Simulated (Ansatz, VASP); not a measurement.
# One calculation of Ta3N, two programs

Contents of INCAR:

```
PREC = Accurate
ENCUT = 600
EDIFF = 1E-6
ISMEAR = -1
SIGMA = 0.05
LREAL = False
LASPH = True
NELM = 150
ALGO = Normal
ISIF = 3
LWAVE = False
LCHARG = False
LMAXMIX = 4
LDAU = True
LDAUTYPE = 2
LDAUL = 2 -1
LDAUU = 8 0
LDAUJ = 0 0
LDAUPRINT = 1
GGA = PS
IBRION = 2
NSW = 60
EDIFFG = -0.01
```

File KPOINTS:

```
regular mesh
0
Gamma
  10 10 4
```

POSCAR

```
Ta3N
1.0
    3.0322239879      0.0000000000      0.0000000000
   -1.5161119940      2.6259830035      0.0000000000
    0.0000000000      0.0000000000      7.5241370000
Ta N
3 1
Direct
    0.6666666667      0.3333333333      0.8260700000
    0.3333333333      0.6666666667      0.1739300000
    0.0000000000      0.0000000000      0.5000000000
    0.0000000000      0.0000000000      0.0000000000
```

input.yaml

```yaml
crystal:
  lattice:
    - [3.0322239879, 0.0, 0.0]
    - [-1.516111994, 2.6259830035, 0.0]
    - [0.0, 0.0, 7.524137]
  atoms:
    - { symbol: Ta, position: [0.6666666667, 0.3333333333, 0.82607] }
    - { symbol: Ta, position: [0.3333333333, 0.6666666667, 0.17393] }
    - { symbol: Ta, position: [0.0, 0.0, 0.5] }
    - { symbol: "N", position: [0.0, 0.0, 0.0] }
hamiltonian:
  xc: pbesol
  pseudopotentials: { kind: paw }
  hubbard: { sites: [{ species: Ta, l: d, u_eff: 8.0 }] }
kpoints:
  mp_grid: { grid: [10, 10, 4] }
scf:
  occupations: { method: fermi_dirac, width: 0.05 }
output:
  forces: true
  stress: true
  eigenvalues: true
relax:
  f_tol: 0.01
  max_steps: 40
  cell: { stress_tol: 0.05 }
```

Alike in both runs: task relaxation of cell and atoms; functional PBEsol; k mesh 10 × 10 × 4; occupations fermi-dirac, width 0.05 eV; no spin polarisation; Hubbard terms Ta d U = 8.0 eV.

|  | VASP | Ansatz |
| --- | --- | --- |
| version | VASP 6.6.1 | Ansatz 0.2.0 |
| potentials or method | VASP PAW PBE potentials, release 64 (Ta_pv, N) | Ansatz PAW |
| plane-wave cutoff (eV) | 600 | 420 |
| valence electrons in the cell | 38 | 44 |

```tsv
	VASP	Ansatz	Ansatz less VASP
gap on the k mesh at the Fermi level, each at its own relaxed structure (eV)	none	none	-
relaxed volume (Å³/atom)	16.00	15.87	-0.126
relaxed length of the cell vector where the two differ most in proportion (Å)	3.074	3.053	-0.0211
```

VASP's potentials were made for PBE, not for PBEsol. The programs project onto different local orbitals, so the same U acts differently, and such runs can settle in different states. A gap of «none» marks a metal or a gap that the smearing closes. VASP's potentials hold 38 valence electrons a cell and Ansatz's 44, so a difference there can come from the potentials and not from the codes.

Neither program's run includes spin-orbit coupling. Noted on Ansatz's run: the plane-wave basis is chosen anew once the cell has moved, so the energies of steps on either side of that aren't comparable.
